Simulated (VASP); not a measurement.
# CoO (R-3m) in VASP: single point with PBE

Aim: the single point of CoO with PBE.

Program: VASP 6.6.1. These are calculated values, not measurements. Logs are shortened: lines on timing, memory, paths and dates and some standing lists are left out, and cuts for length are marked.

### 1 The cell of the first run

Symmetry: R-3m, No. 166, trigonal system. Conventional cell: a = 2.910 Å, b = 2.910 Å, c = 7.762 Å, α = 90.00°, β = 90.00°, γ = 120.00°. Within 3.1 Å of Co (site symmetry -3m) lie 6 O at 2.12 Å and 12 Co at 2.91 to 3.08 Å. Within 3.1 Å of O (site symmetry -3m) lie 6 Co at 2.12 Å and 12 O at 2.91 to 3.08 Å.

### 2 Single point, PBE, collinear spin, ferromagnetic start

INCAR reads:

```
ALGO = Normal
EDIFF = 1E-6
ENCUT = 520
GGA = PE
ISIF = 2
ISMEAR = 0
ISPIN = 2
LASPH = T
LCHARG = F
LMAXMIX = 4
LORBIT = 11
LREAL = F
LWAVE = F
MAGMOM = 2.54 2.54 2.54 0.38 0.38 0.38
NBANDS = 36
NELM = 150
PREC = Accurate
SIGMA = 0.1
```

KPOINTS reads:

```
k-points
0
Gamma
  6 6 2
```

POSCAR reads:

```
CoO
1.0
    2.9098067737      0.0000000000      0.0000000000
   -1.4549033869      2.5199665861      0.0000000000
    0.0000000000      0.0000000000      7.7617270421
Co O
3 3
Direct
    0.6666706369      0.0000000000      0.6666666667
    0.0000000000      0.6666706369      0.3333333333
    0.3333293631      0.3333293631      0.0000000000
    0.6666698584      0.0000000000      0.1666666667
    0.0000000000      0.6666698584      0.8333333333
    0.3333301416      0.3333301416      0.5000000000
```

Potentials or basis: VASP PAW PBE potentials, release 64 (Co, O).

The run is started by

```console
$ cat potpaw_PBE.64/Co/POTCAR potpaw_PBE.64/O/POTCAR > POTCAR
$ mpirun -np 1 vasp_std > vasp.out
```

OUTCAR:

```text
EDIFF = 1E-6
   ENCUT = 520
   GGA = PE
   ISIF = 2
   ISMEAR = 0
   ISPIN = 2
   LASPH = T
   LORBIT = 11
   LREAL = F
   NELM = 150
   PREC = Accurate

 ion  position               nearest neighbor table
   1  0.667  0.000  0.667-   5 2.12   6 2.12   5 2.12   6 2.12   5 2.12   6 2.12   3 3.08   2 3.08
                             3 3.08   3 3.08   2 3.08   2 3.08
   2  0.000  0.667  0.333-   4 2.12   6 2.12   4 2.12   6 2.12   4 2.12   6 2.12   3 3.08   1 3.08
                             3 3.08   3 3.08   1 3.08   1 3.08
   3  0.333  0.333  0.000-   4 2.12   5 2.12   4 2.12   5 2.12   5 2.12   4 2.12   1 3.08   2 3.08
                             2 3.08   1 3.08   2 3.08   1 3.08
   4  0.667  0.000  0.167-   2 2.12   3 2.12   2 2.12   3 2.12   2 2.12   3 2.12
   5  0.000  0.667  0.833-   1 2.12   3 2.12   1 2.12   3 2.12   1 2.12   3 2.12
   6  0.333  0.333  0.500-   1 2.12   2 2.12   2 2.12   1 2.12   1 2.12   2 2.12

  LATTYP: Found a hexagonal cell.
 ALAT       =     2.9098067737
 C/A-ratio  =     2.6674372719

  Lattice vectors:

 A1 = (   2.9098067737,   0.0000000000,   0.0000000000)
 A2 = (  -1.4549033869,   2.5199665861,   0.0000000000)
 A3 = (   0.0000000000,   0.0000000000,   7.7617270421)

Analysis of symmetry for initial positions (statically):
=====================================================================
 Subroutine PRICEL returns:
 Original cell was already a primitive cell.

 Routine SETGRP: Setting up the symmetry group for a
 hexagonal supercell.

 Subroutine GETGRP returns: Found  6 space group operations
 (whereof  2 operations were pure point group operations)
 out of a pool of 24 trial point group operations.

The static configuration has the point symmetry C_2 .
 The point group associated with its full space group is D_3 .

Analysis of symmetry for dynamics (positions and initial velocities):
=====================================================================
 Subroutine PRICEL returns:
 Original cell was already a primitive cell.

 Routine SETGRP: Setting up the symmetry group for a
 hexagonal supercell.

 Subroutine GETGRP returns: Found  6 space group operations
 (whereof  2 operations were pure point group operations)
 out of a pool of 24 trial point group operations.

The dynamic configuration has the point symmetry C_2 .
 The point group associated with its full space group is D_3 .

Analysis of structural, dynamic, and magnetic symmetry:
=====================================================================
 Subroutine PRICEL returns:
 Original cell was already a primitive cell.

 Routine SETGRP: Setting up the symmetry group for a
 hexagonal supercell.

 Subroutine GETGRP returns: Found  6 space group operations
 (whereof  2 operations were pure point group operations)
 out of a pool of 24 trial point group operations.

The overall configuration has the point symmetry C_2 .
 The point group associated with its full space group is D_3 .

 Subroutine INISYM returns: Found  6 space group operations
 (whereof  2 operations are pure point group operations),
 and found     1 'primitive' translations

----------------------------------------------------------------------------------------

                                     Primitive cell

  volume of cell :      56.9138

  direct lattice vectors                    reciprocal lattice vectors
     2.909806774  0.000000000  0.000000000     0.343665431  0.198415329  0.000000000
    -1.454903387  2.519966586  0.000000000     0.000000000  0.396830659  0.000000000
     0.000000000  0.000000000  7.761727042     0.000000000  0.000000000  0.128837306

  length of vectors
     2.909806774  2.909806774  7.761727042     0.396830659  0.396830659  0.128837306

  position of ions in fractional coordinates (direct lattice)
     0.666670637  0.000000000  0.666666667
     0.000000000  0.666670637  0.333333333
     0.333329363  0.333329363  0.000000000
     0.666669858  0.000000000  0.166666667
     0.000000000  0.666669858  0.833333333
     0.333330142  0.333330142  0.500000000

  ion indices of the primitive-cell ions
   primitive index   ion index
                 1           1
                 2           2
                 3           3
                 4           4
                 5           5
                 6           6

----------------------------------------------------------------------------------------

 KPOINTS: k-points

Automatic generation of k-mesh.
 Grid dimensions read from file:
 generate k-points for:    6    6    2

 Generating k-lattice:

  Cartesian coordinates                     Fractional coordinates (reciprocal lattice)
     0.057277572  0.033069222  0.000000000     0.166666667  0.000000000  0.000000000
     0.000000000  0.066138443  0.000000000     0.000000000  0.166666667  0.000000000
     0.000000000  0.000000000  0.064418653     0.000000000  0.000000000  0.500000000

  Length of vectors
     0.066138443  0.066138443  0.064418653

  Shift w.r.t. Gamma in fractional coordinates (k-lattice)
     0.000000000  0.000000000  0.000000000

 Subroutine IBZKPT returns following result:
 ===========================================

 Found     14 irreducible k-points:

 Following reciprocal coordinates:
            Coordinates               Weight
  0.000000  0.000000  0.000000      1.000000
  0.166667  0.000000  0.000000      6.000000
  0.333333  0.000000  0.000000      6.000000
  0.500000  0.000000  0.000000      3.000000
  0.166667  0.166667  0.000000      6.000000
  0.333333  0.166667  0.000000     12.000000
  0.333333  0.333333  0.000000      2.000000
  0.000000  0.000000  0.500000      1.000000
  0.166667  0.000000  0.500000      6.000000
  0.333333  0.000000  0.500000      6.000000
  0.500000  0.000000  0.500000      3.000000
  0.166667  0.166667  0.500000      6.000000
  0.333333  0.166667  0.500000     12.000000
  0.333333  0.333333  0.500000      2.000000
   k-points           NKPTS =     14   k-points in BZ     NKDIM =     14   number of bands    NBANDS=     36
   number of dos      NEDOS =    301   number of ions     NIONS =      6
   total plane-waves  NPLWV =  34560
   dimension x,y,z NGX =    24 NGY =   24 NGZ =   60
   dimension x,y,z NGXF=    48 NGYF=   48 NGZF=  120
   ions per type =               3   3
   NGX,Y,Z   is equivalent  to a cutoff of  13.71, 13.71, 12.85 a.u.
   NGXF,Y,Z  is equivalent  to a cutoff of  27.42, 27.42, 25.70 a.u.
 SYSTEM =  unknown system
   PREC   = accura    normal or accurate (medium, high low for compatibility)
   ISTART =      0    job   : 0-new  1-cont  2-samecut
   ICHARG =      2    charge: 1-file 2-atom 10-const
   ISPIN  =      2    spin polarized calculation?
   LNONCOLLINEAR =      F non collinear calculations
   LSORBIT =      F    spin-orbit coupling
   LASPH  =      T    aspherical Exc in radial PAW
   ENCUT  =  520.0 eV  38.22 Ry    6.18 a.u.   5.41  5.41 14.43*2*pi/ulx,y,z
   NELM   =    150;   NELMIN=  2; NELMDL= -5     # of ELM steps
   EDIFF  = 0.1E-05   stopping-criterion for ELM
   LREAL  =      F    real-space projection
   EDIFFG = 0.1E-04   stopping-criterion for IOM
   NSW    =      0    number of steps for IOM
   IBRION =     -1    ionic relax: 0-MD 1-quasi-New 2-CG
   NFREE  =      0    steps in history (QN), initial steepest desc. (CG)
   ISIF   =      2    stress and relaxation
   ISYM   =      2    0-nonsym 1-usesym 2-fastsym
   POTIM  = 0.5000    time-step for ionic-motion
   TEBEG  =    0.0;   TEEND  =   0.0 temperature during run
   PSTRESS=    0.0 pullay stress
   NELECT =      45.0000    total number of electrons
   NUPDOWN=      -1.0000    fix difference up-down
   EMIN   =  10.00;   EMAX   =-10.00  energy-range for DOS
   EFERMI =   0.00;   METHOD = LEGACY
   ISMEAR =     0;   SIGMA  =   0.10  broadening in eV -4-tet -1-fermi 0-gaus
   EFERMI_NEDOS =   21; number of points for ismear=-14 and -15
   IALGO  =     38    algorithm
   IMIX   =      4    mixing-type and parameters
     AMIX     =   0.40;   BMIX     =  1.00
     AMIX_MAG =   1.60;   BMIX_MAG =  1.00
  volume/ion in A,a.u.               =       9.49        64.01
  Fermi-wavevector in a.u.,A,eV,Ry     =   1.513817  2.860698 31.179661  2.291640
  Thomas-Fermi vector in A             =   2.623557
   LORBIT       =     11    0 simple, 1 ext, 2 COOP (PROOUT), +10 PAW based schemes
   GGA     = PE    functional components
   LHFCALC =     F    Hartree Fock is set to
   AEXX    =    0.0000 exact exchange contribution
   IVDW    =     0    specifies the selected vdW correction
   LEPSILON=     F    determine dielectric tensor
   LRPA    =     F    only Hartree local field effects (RPA)
 spin polarized calculation
 Gauss-broadening in eV      SIGMA  =   0.10
  energy-cutoff  :      520.00
  volume of cell :       56.91
 maximum number of plane-waves:      1589
 NGX is ok and might be reduce to    24
   NGX = 11   NGY = 11   NGZ = 29

 number of electron      44.9999994 magnetization       8.3660578

 Free energy of the ion-electron system (eV)
  ---------------------------------------------------
  ext. energy  EPLUGINS =         0.00000000
  ---------------------------------------------------
  free energy    TOTEN  =       -39.20151170 eV

  energy without entropy =      -39.14702344  energy(sigma->0) =      -39.17426757

 E-fermi :   8.1019     XC(G=0): -12.5219

 val. band max:        8.0970505871   @ k =   0.0000   0.0000   0.5000
 cond. band min:       8.1304744064   @ k =   0.3333   0.1667   0.5000
 fundamental gap:      0.0334238193
 Fermi energy:         8.1018976007

 spin component 1

 k-point     1 :       0.0000    0.0000    0.0000
  band No.  band energies     occupation
      1     -12.1883      1.00000
      2     -11.4033      1.00000
      3     -11.4033      1.00000
      4       0.5621      1.00000
      5       0.5621      1.00000
      6       2.7443      1.00000
[... 26 lines left out ...]
     33      23.9463      0.00000
     34      23.9464      0.00000

 k-point     2 :       0.1667    0.0000    0.0000
  band No.  band energies     occupation
      1     -11.9158      1.00000
      2     -11.2699      1.00000
      3     -11.2535      1.00000
      4       0.7111      1.00000
      5       0.7752      1.00000
      6       2.5288      1.00000
[... 436 lines left out ...]
 k-point    14 :       0.3333    0.3333    0.5000
  band No.  band energies     occupation
      1     -10.7541      1.00000
      2     -10.7541      1.00000
      3     -10.7541      1.00000
      4       1.2116      1.00000
      5       1.2116      1.00000
      6       1.2116      1.00000
[... 26 lines left out ...]
     33      16.9672      0.00000
     34      18.2960      0.00000
 Fermi energy:         8.1018976007

 spin component 2

 k-point     1 :       0.0000    0.0000    0.0000
  band No.  band energies     occupation
      1     -11.7341      1.00000
      2     -10.9290      1.00000
      3     -10.9290      1.00000
      4       1.0781      1.00000
      5       1.0781      1.00000
      6       4.1191      1.00000
[... 26 lines left out ...]
     33      24.5031      0.00000
     34      24.5031      0.00000

 k-point     2 :       0.1667    0.0000    0.0000
  band No.  band energies     occupation
      1     -11.4551      1.00000
      2     -10.7845      1.00000
      3     -10.7702      1.00000
      4       1.2945      1.00000
      5       1.3330      1.00000
      6       3.6137      1.00000
[... 436 lines left out ...]
 k-point    14 :       0.3333    0.3333    0.5000
  band No.  band energies     occupation
      1     -10.2378      1.00000
      2     -10.2378      1.00000
      3     -10.2378      1.00000
      4       1.7678      1.00000
      5       1.7678      1.00000
      6       1.7678      1.00000
[... 26 lines left out ...]
     33      17.8197      0.00000
     34      18.7687      0.00000
 [bands above 34 left out]

------------------------ aborting loop because EDIFF is reached ----------------------------------------

  FORCE on cell =-STRESS in cart. coord.  units (eV):
  Direction    XX          YY          ZZ          XY          YZ          ZX
  --------------------------------------------------------------------------------------
  -------------------------------------------------------------------------------------
  Total       -0.2550407     -0.2550407     -0.3159212      0.0000000      0.0000000      0.0000000
  in kB       -7.1796417     -7.1796417     -8.8934853      0.0000000      0.0000000      0.0000000
  external PRESSURE =      -7.7509229 kB  Pullay stress =       0.0000000 kB

 VOLUME and BASIS-vectors are now :
 -----------------------------------------------------------------------------
  energy-cutoff  :      520.00
  volume of cell :       56.91
      direct lattice vectors                 reciprocal lattice vectors
     2.909806774  0.000000000  0.000000000     0.343665431  0.198415329  0.000000000
    -1.454903387  2.519966586  0.000000000     0.000000000  0.396830659  0.000000000
     0.000000000  0.000000000  7.761727042     0.000000000  0.000000000  0.128837306

 POSITION                                       TOTAL-FORCE (eV/Angst)
 -----------------------------------------------------------------------------------
      1.93988      0.00000      5.17448        -0.000051     -0.000000     -0.000000
     -0.96994      1.67999      2.58724         0.000025     -0.000044     -0.000000
      0.48496      0.83998      0.00000         0.000025      0.000044     -0.000000
      1.93988      0.00000      1.29362        -0.000030     -0.000000      0.000000
     -0.96994      1.67999      6.46811         0.000015     -0.000026     -0.000000
      0.48496      0.83998      3.88086         0.000015      0.000026     -0.000000
 -----------------------------------------------------------------------------------
    total drift:                                0.000000     -0.000000      0.000000

  FREE ENERGIE OF THE ION-ELECTRON SYSTEM (eV)
  ---------------------------------------------------
  free  energy   TOTEN  =       -39.2015117030 eV

  energy  without entropy=      -39.1470234445  energy(sigma->0) =      -39.17426757

 total charge

# of ion       s       p       d       tot
------------------------------------------
    1        0.300   0.367   7.159   7.826
    2        0.300   0.367   7.159   7.826
    3        0.300   0.367   7.159   7.826
    4        1.557   3.425   0.000   4.982
    5        1.557   3.425   0.000   4.982
    6        1.557   3.425   0.000   4.982
--------------------------------------------------
tot          5.571  11.374  21.478  38.423

 magnetization (x)

# of ion       s       p       d       tot
------------------------------------------
    1        0.019   0.018   2.438   2.476
    2        0.019   0.018   2.438   2.476
    3        0.019   0.018   2.438   2.476
    4        0.028   0.240   0.000   0.268
    5        0.028   0.240   0.000   0.268
    6        0.028   0.240   0.000   0.268
--------------------------------------------------
tot          0.143   0.773   7.315   8.231
```

Run time: 36 s. Hardware: 1 thread of Intel Xeon 6975P-C (Granite Rapids), shared host; peak memory 0.22 GiB.

What came out:

- Free energy: -39.2015 eV
- Pressure: -0.8 GPa
- Net moment: 8.37 μB per cell
- Site moments: Co +2.48; O +0.27 μB
- Valence electrons inside the program's atomic spheres: Co 7.83; O 4.98

Stress tensor (GPa, compression positive):
```
-0.72  0.00  0.00
 0.00 -0.72  0.00
 0.00  0.00 -0.89
```

Caveat: the k points lie up to 0.42 Å⁻¹ apart; semilocal functionals often make such compounds metallic where correlation or magnetic order opens a gap, which also shifts bond lengths. With open d or f shells a metallic result of PBE can be an artefact of self-interaction; +U or a hybrid may open a gap.
